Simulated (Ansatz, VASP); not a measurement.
Zr3MoC in VASP and in Ansatz

Contents of INCAR:

```
SYSTEM = Zr3MoC
PREC = Accurate
ENCUT = 900
EDIFF = 1E-7
ISMEAR = -1
SIGMA = 0.05
LREAL = .FALSE.
LASPH = .TRUE.
NELM = 60
ALGO = Normal
ISIF = 2
LWAVE = .FALSE.
LCHARG = .FALSE.
LMAXMIX = 4
GGA = PE
```

KPOINTS

```
Automatic mesh
0
G
  5 5 5
  0 0 0
```

The input POSCAR:

```
Zr3MoC
1.0
    4.9425100000      0.0000000000      0.0000000000
    0.0000000000      4.9425100000      0.0000000000
    0.0000000000      0.0000000000      4.9425100000
Zr Mo C
3 1 1
Direct
    0.5000000000      0.0000000000      0.0000000000
    0.0000000000      0.5000000000      0.0000000000
    0.0000000000      0.0000000000      0.5000000000
    0.0000000000      0.0000000000      0.0000000000
    0.5000000000      0.5000000000      0.5000000000
```

KPOINTS_OPT

```
path GXMGRX,MR
20
line-mode
reciprocal
 0.0000000000  0.0000000000  0.0000000000  G
 0.0000000000  0.5000000000  0.0000000000  X

 0.0000000000  0.5000000000  0.0000000000  X
 0.5000000000  0.5000000000  0.0000000000  M

 0.5000000000  0.5000000000  0.0000000000  M
 0.0000000000  0.0000000000  0.0000000000  G

 0.0000000000  0.0000000000  0.0000000000  G
 0.5000000000  0.5000000000  0.5000000000  R

 0.5000000000  0.5000000000  0.5000000000  R
 0.0000000000  0.5000000000  0.0000000000  X

 0.5000000000  0.5000000000  0.0000000000  M
 0.5000000000  0.5000000000  0.5000000000  R
```

Contents of input.yaml:

```yaml
crystal:
  lattice:
    - [4.94251, 0.0, 0.0]
    - [0.0, 4.94251, 0.0]
    - [0.0, 0.0, 4.94251]
  atoms:
    - { symbol: Zr, position: [0.5, 0.0, 0.0] }
    - { symbol: Zr, position: [0.0, 0.5, 0.0] }
    - { symbol: Zr, position: [0.0, 0.0, 0.5] }
    - { symbol: Mo, position: [0.0, 0.0, 0.0] }
    - { symbol: C, position: [0.5, 0.5, 0.5] }
hamiltonian:
  xc: pbe
  pseudopotentials: { kind: paw }
kpoints:
  mp_grid: { grid: [5, 5, 5] }
  band_path:
    path:
      - [[0.0, 0.0, 0.0], [0.0, 0.5, 0.0], [0.5, 0.5, 0.0], [0.0, 0.0, 0.0], [0.5, 0.5, 0.5], [0.0, 0.5, 0.0]]
      - [[0.5, 0.5, 0.0], [0.5, 0.5, 0.5]]
    npoints: 14
scf:
  occupations: { method: fermi_dirac, width: 0.05 }
  n_extra_bands: 12
output:
  forces: true
  stress: true
  eigenvalues: true
  fatbands: false
```

Alike in both runs: task band structure; functional PBE; k mesh 5 × 5 × 5; occupations fermi-dirac, width 0.05 eV; no spin polarisation.

```csv
,VASP,Ansatz
version,VASP 6.6.1,Ansatz 0.2.0
potentials or method,"VASP PAW PBE potentials, release 64 (Zr_sv, Mo_pv, C)",Ansatz PAW
plane-wave cutoff (eV),900,420
valence electrons in the cell,52,54
```

|  | VASP | Ansatz | Ansatz less VASP |
| --- | --- | --- | --- |
| gap on the k mesh at the Fermi level (eV) | none | none | - |
| pressure (GPa) | 1.0 | 0.8 | -0.25 |

A gap of «none» marks a metal or a gap that the smearing closes. VASP's potentials hold 52 valence electrons a cell and Ansatz's 54, so a difference there can come from the potentials and not from the codes.
